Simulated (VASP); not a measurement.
# C (I4_1/amd) in VASP: G0W0 quasiparticle levels with PBE

Aim: the G0W0 quasiparticle levels of C with PBE.

All numbers are computed with VASP 6.6.1; they aren't measurements. Logs are shortened: lines on timing, memory, paths and dates and some standing lists are left out, and cuts for length are marked.

## 1. The cell of the first run

The structure is tetragonal, space group I4_1/amd (No. 141). The conventional cell has a = 2.517 Å, b = 2.517 Å, c = 3.489 Å, α = 90.00°, β = 90.00°, γ = 90.00°. C (site symmetry -4m2) has 4 C at 1.53 Å within 2.0 Å.

## 2. G0W0 quasiparticle levels, PBE

POSCAR

```
C
1.0
    0.0000000000      1.7801241425      1.7445216597
    1.7801241425      0.0000000000      1.7445216597
    1.7801241425      1.7801241425      0.0000000000
C
2
Direct
    0.0000000000      0.0000000000      0.0000000000
    0.2500000000      0.2500000000      0.2500000000
```

INCAR.step1

```
  ALGO = Normal
  EDIFF = 1E-8
  ENCUT = 500
  GGA = PE
  ISMEAR = 0
  LASPH = True
  LCHARG = False
  LREAL = False
  LWAVE = True
  NELM = 60
  PREC = Accurate
  SIGMA = 0.01
```

INCAR.step2

```
  ALGO = Exact
  EDIFF = 1E-8
  ENCUT = 500
  GGA = PE
  ISMEAR = 0
  ISTART = 1
  LASPH = True
  LCHARG = False
  LOPTICS = True
  LREAL = False
  LWAVE = True
  NBANDS = 50
  NELM = 1
  PREC = Accurate
  SIGMA = 0.01
```

INCAR.step3

```
  ALGO = EVGW0
  EDIFF = 1E-8
  ENCUT = 500
  ENCUTGW = 150.0
  GGA = PE
  ISMEAR = 0
  ISTART = 1
  LASPH = True
  LCHARG = False
  LREAL = False
  LWAVE = False
  NBANDS = 50
  NBANDSGW = 12
  NELMGW = 1
  NOMEGA = 48
  PREC = Accurate
  PRECFOCK = Fast
  SIGMA = 0.01
```

KPOINTS

```
k-points
0
Gamma
  6 6 6
```

Potentials or basis: VASP PAW PBE potentials, release 64 (C_GW).

Run with:

```sh
$ cat potpaw_PBE.64/C_GW/POTCAR > POTCAR
$ cp INCAR.step1 INCAR
$ mpirun -np 1 vasp_std > vasp.out
$ cp INCAR.step2 INCAR
$ mpirun -np 1 vasp_std > vasp.out
$ cp INCAR.step3 INCAR
$ mpirun -np 1 vasp_std > vasp.out
```

OUTCAR:

```text
EDIFF = 1E-8
   ENCUT = 500
   ENCUTGW = 150.0
   GGA = PE
   ISMEAR = 0
   ISTART = 1
   LASPH = True
   LREAL = False
   NELMGW = 1
   PREC = Accurate
   PRECFOCK = Fast

 ion  position               nearest neighbor table
   1  0.000  0.000  0.000-   2 1.53   2 1.53   2 1.53   2 1.53
   2  0.250  0.250  0.250-   1 1.53   1 1.53   1 1.53   1 1.53

  LATTYP: Found a body centered tetragonal cell.
 ALAT       =     2.5174757050
 C/A-ratio  =     1.3859292912

  Lattice vectors:

 A1 = (   0.0000000000,  -1.7801241425,  -1.7445216597)
 A2 = (   0.0000000000,   1.7801241425,  -1.7445216597)
 A3 = (   1.7801241425,   0.0000000000,   1.7445216597)

Analysis of symmetry for initial positions (statically):
=====================================================================
 Subroutine PRICEL returns:
 Original cell was already a primitive cell.

 Routine SETGRP: Setting up the symmetry group for a
 body centered tetragonal supercell.

 Subroutine GETGRP returns: Found 16 space group operations
 (whereof  8 operations were pure point group operations)
 out of a pool of 16 trial point group operations.

The static configuration has the point symmetry D_2d.
 The point group associated with its full space group is D_4h.

Analysis of symmetry for dynamics (positions and initial velocities):
=====================================================================
 Subroutine PRICEL returns:
 Original cell was already a primitive cell.

 Routine SETGRP: Setting up the symmetry group for a
 body centered tetragonal supercell.

 Subroutine GETGRP returns: Found 16 space group operations
 (whereof  8 operations were pure point group operations)
 out of a pool of 16 trial point group operations.

The dynamic configuration has the point symmetry D_2d.
 The point group associated with its full space group is D_4h.

 Subroutine INISYM returns: Found 16 space group operations
 (whereof  8 operations are pure point group operations),
 and found     1 'primitive' translations

----------------------------------------------------------------------------------------

                                     Primitive cell

  volume of cell :      11.0562
[... 90 lines left out ...]
   LREAL  =      F    real-space projection
   EDIFFG = 0.1E-06   stopping-criterion for IOM
   NSW    =      0    number of steps for IOM
   IBRION =     -1    ionic relax: 0-MD 1-quasi-New 2-CG
   NFREE  =      0    steps in history (QN), initial steepest desc. (CG)
   ISIF   =      0    stress and relaxation
   ISYM   =      3    0-nonsym 1-usesym 2-fastsym
   POTIM  = 0.5000    time-step for ionic-motion
   TEBEG  =    0.0;   TEEND  =   0.0 temperature during run
   PSTRESS=    0.0 pullay stress
   NELECT =       8.0000    total number of electrons
   NUPDOWN=      -1.0000    fix difference up-down
   EMIN   =  10.00;   EMAX   =-10.00  energy-range for DOS
   EFERMI =   0.00;   METHOD = LEGACY
   ISMEAR =     0;   SIGMA  =   0.01  broadening in eV -4-tet -1-fermi 0-gaus
   EFERMI_NEDOS =   21; number of points for ismear=-14 and -15
   IALGO  =     38    algorithm
   IMIX   =      4    mixing-type and parameters
     AMIX     =   0.40;   BMIX     =  1.00
     AMIX_MAG =   1.60;   BMIX_MAG =  1.00
  volume/ion in A,a.u.               =       5.53        37.31
  Fermi-wavevector in a.u.,A,eV,Ry     =   1.469724  2.777376 29.389798  2.160089
  Thomas-Fermi vector in A             =   2.585067
   LORBIT       =      0    0 simple, 1 ext, 2 COOP (PROOUT), +10 PAW based schemes
   GGA     = PE    functional components
   LHFCALC =     T    Hartree Fock is set to
   PRECFOCK=fast      Normal, Fast or Accurate (Low or Medium for compatibility)
   ENCUT4O =  -1.0   cutoff for four orbital integrals eV
   NKREDX  =     1    reduce k-point grid by
   NKREDY  =     1    reduce k-point grid by
   NKREDZ  =     1    reduce k-point grid by
   AEXX    =    1.0000 exact exchange contribution
   HFSCREEN=    0.0000 screening length (either q_TF or 0.3 A-1)
   HFSCREENC=   0.0000 screening length for correlation (either q_TF or 0.3 A-1)
   ENCUTFOCK=  -1.0 apply spherical cutoff to Coloumb kernel
   IVDW    =     0    specifies the selected vdW correction
   LEPSILON=     F    determine dielectric tensor
   LRPA    =     F    only Hartree local field effects (RPA)
   LRPAFORCE           =     F    calculate RPA forces
   ENCUTGW             = 150.0    cutoff for response function in eV
   ENCUTGWSOFT         = 120.0    soft cutoff for Coulomb kernel in GW response function in eV
   ENCUTLF             =  -1.0    cutoff for local field effects
   NELMGW              =     1    number of iterations in solving QP/BSE equation
   NELMHF              =     1    number of iterations in the inner HF iteration
   NKREDLFX            =     1    NKREDLFY  =   1   NKREDLFZ  =   1
 non-spin polarized calculation
 Gauss-broadening in eV      SIGMA  =   0.01
  energy-cutoff  :      500.00
  volume of cell :       11.06
 maximum number of plane-waves:       295
  NGX = 12; NGY = 12; NGZ = 12
   NGX =  9   NGY =  9   NGZ =  9
 maximum number of plane-waves:        59

 QP shifts <psi_nk| G(iteration)W_0 |psi_nk>: iteration 1
 for sc-GW calculations column KS-energies equals QP-energies in previous step
 and V_xc(KS)=  KS-energies - (<T + V_ion + V_H > + <T+V_H+V_ion>^1  + <V_x>^1)

 k-point   1 :       0.0000    0.0000    0.0000
  band No.  KS-energies  QP-energies   sigma(KS)   V_xc(KS)     V^pw_x(r,r')   Z            occupation Imag(sigma)

      1     -11.6821     -13.3178     -17.0175     -14.8578     -25.5849       0.7574       2.0000       1.4802
      2      10.0395       9.5221     -17.5262     -16.9007     -19.3430       0.8271       2.0000       0.0789
      3      10.0395       9.5221     -17.5262     -16.9007     -19.3430       0.8271       2.0000       0.0789
      4      10.3427       9.8345     -17.4810     -16.8669     -19.2432       0.8274       2.0000       0.0774
      5      15.6382      16.8278     -14.1719     -15.6151      -9.4258       0.8243       0.0000      -0.1075
      6      15.8919      17.0789     -14.1588     -15.5991      -9.3643       0.8242       0.0000      -0.1085
      7      15.8919      17.0789     -14.1588     -15.5991      -9.3643       0.8242       0.0000      -0.1085
      8      24.0495      25.1743     -14.9576     -16.4101      -7.7098       0.7744       0.0000      -0.2728
      9      29.7721      30.2021     -11.4696     -12.0009      -4.3878       0.8091       0.0000      -0.4203
     10      36.4283      37.5773     -12.6070     -13.9869      -6.0184       0.8327       0.0000      -0.5661
     11      37.4290      38.5797     -12.5920     -13.9798      -5.9029       0.8292       0.0000      -0.6261
     12      37.6037      38.2287     -10.8545     -11.6066      -3.3301       0.8310       0.0000      -1.0492
[... 356 lines left out ...]
      1      -5.0280      -6.4061     -17.2650     -15.4414     -23.9781       0.7556       2.0000       0.6490
      2      -0.2709      -1.5375     -17.6398     -15.9963     -22.8354       0.7706       2.0000       0.2994
      3       2.3071       1.2377     -16.5980     -15.2529     -20.4334       0.7950       2.0000       0.1801
      4       4.4628       3.5256     -17.1155     -15.9509     -20.4972       0.8047       2.0000       0.1416
      5      15.6348      16.3826     -13.0135     -13.9105      -8.0774       0.8337       0.0000      -0.1147
      6      18.7918      19.6943     -13.0346     -14.1305      -7.4799       0.8234       0.0000      -0.1436
      7      25.1436      26.7284     -14.5373     -16.5833      -7.0461       0.7746       0.0000      -0.3114
      8      25.7929      27.3488     -14.6861     -16.7069      -7.0169       0.7699       0.0000      -0.3372
      9      31.6371      32.8824     -13.5537     -15.1418      -5.4972       0.7841       0.0000      -0.5957
     10      33.9645      35.2540     -13.6789     -15.3359      -5.0624       0.7783       0.0000      -0.7791
     11      39.6569      40.6798     -12.2735     -13.5250      -4.7101       0.8172       0.0000      -0.9389
     12      44.1383      44.9596     -11.5957     -12.6025      -3.4919       0.8158       0.0000      -1.2276

 [... further k-points ...]
```

OUTCAR.step2:

```text
EDIFF = 1E-8
   ENCUT = 500
   GGA = PE
   ISMEAR = 0
[... 1015 lines left out ...]
  --------------------------------------------------------------------------------------------------------------
     0.00000     6.31115     6.31115     6.05197    -0.00000    -0.00000    -0.00000
     1.90982     6.51274     6.51274     6.22702    -0.00000    -0.00000    -0.00000
     3.81964     7.33137     7.33137     6.89964    -0.00000    -0.00000    -0.00000
     5.72946     4.51380     4.51380    11.00337    -0.00000    -0.00000    -0.00000
     7.63928    10.94854    10.94854    15.02076     0.00000    -0.00000    -0.00000
     9.54910    14.88659    14.88659    12.93064     0.00000     0.00000     0.00000
[... 92 lines left out ...]
   187.16236     0.97047     0.97047     0.97047     0.00000    -0.00000     0.00000
   189.07218     0.97109     0.97109     0.97110     0.00000    -0.00000     0.00000
```

It took 63 s on 1 thread of Intel Xeon 6975P-C (Granite Rapids), shared host; peak memory 0.22 GiB.

What came out:

| Item | Value |
| --- | --- |
| Quasiparticle gap | 4.96 eV |
| Least direct quasiparticle gap | 6.99 eV |
| Band gap of the starting levels on the mesh | 3.69 eV |
| Least direct gap of the starting levels on the mesh | 5.30 eV |

Caveat: the k points lie up to 0.51 Å⁻¹ apart; bands, screening cutoff and mesh are small and nothing is extrapolated, so the quasiparticle values aren't converged.
